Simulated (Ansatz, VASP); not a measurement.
Given: the input of a run of Ansatz 0.2.0 on Na3Al.

The input input.yaml:

```yaml
crystal:
  lattice:
    - [0.0, 3.7547574731, 3.7547574731]
    - [3.7547574731, 0.0, 3.7547574731]
    - [3.7547574731, 3.7547574731, 0.0]
  atoms:
    - { symbol: Al, position: [0.0, 0.0, 0.0] }
    - { symbol: Na, position: [0.5, 0.5, 0.5] }
    - { symbol: Na, position: [0.75, 0.75, 0.75] }
    - { symbol: Na, position: [0.25, 0.25, 0.25] }
hamiltonian:
  xc: pbe
  pseudopotentials: { kind: paw }
kpoints:
  mp_grid: { grid: [6, 6, 6] }
scf:
  occupations: { method: fermi_dirac, width: 0.05 }
output:
  forces: true
  stress: true
  eigenvalues: true
```

Potentials or basis: Ansatz PAW.

Launch:

```sh
$ ansatz run input.yaml --threads 2 --pin off --max-ram 5120MiB --backend cpu --events-out ev --progress --plain --runs-dir out
```

Q: Translate it to VASP 6.6.1. Potentials there: VASP PAW PBE potentials, release 64 (Al, Na_pv).

A: As run (the cutoff follows the program's own potentials):

File INCAR:

```
ALGO     = Fast           # electronic algorithm
EDIFF    = 1E-6           # SCF threshold, eV
ENCUT    = 520            # plane-wave cutoff, eV
GGA      = PE             # functional
ISIF     = 2              # what is computed and relaxed
ISMEAR   = -1             # smearing method
LASPH    = T              # aspherical terms in the spheres
LCHARG   = T              # write CHGCAR
LELF     = T              # ELF
LREAL    = F              # projectors in reciprocal space
LVHAR    = T            
LWAVE    = F              # write WAVECAR
NBANDS   = 20             # bands
NELM     = 80             # most SCF steps
PREC     = Accurate       # precision mode
SIGMA    = 0.05           # smearing width, eV
```

KPOINTS

```
k-points
0
Gamma
  6 6 6
```

The input POSCAR:

```
Na3Al
1.0
    0.0000000000      3.7547574731      3.7547574731
    3.7547574731      0.0000000000      3.7547574731
    3.7547574731      3.7547574731      0.0000000000
Al Na
1 3
Direct
    0.0000000000      0.0000000000      0.0000000000
    0.5000000000      0.5000000000      0.5000000000
    0.7500000000      0.7500000000      0.7500000000
    0.2500000000      0.2500000000      0.2500000000
```

Potentials or basis: VASP PAW PBE potentials, release 64 (Al, Na_pv).

Command:

```console
$ cat potpaw_PBE.64/Al/POTCAR potpaw_PBE.64/Na_pv/POTCAR > POTCAR
$ mpirun -np 1 vasp_std > vasp.out
```

Both were run:

|  | VASP | Ansatz | Ansatz less VASP |
| --- | --- | --- | --- |
| gap on the k mesh at the Fermi level (eV) | none | none | - |
| pressure (GPa) | 1.2 | 1.2 | 0.00 |

A gap of «none» marks a metal or a gap that the smearing closes. VASP's potentials hold 24 valence electrons a cell and Ansatz's 30, so a difference there can come from the potentials and not from the codes.
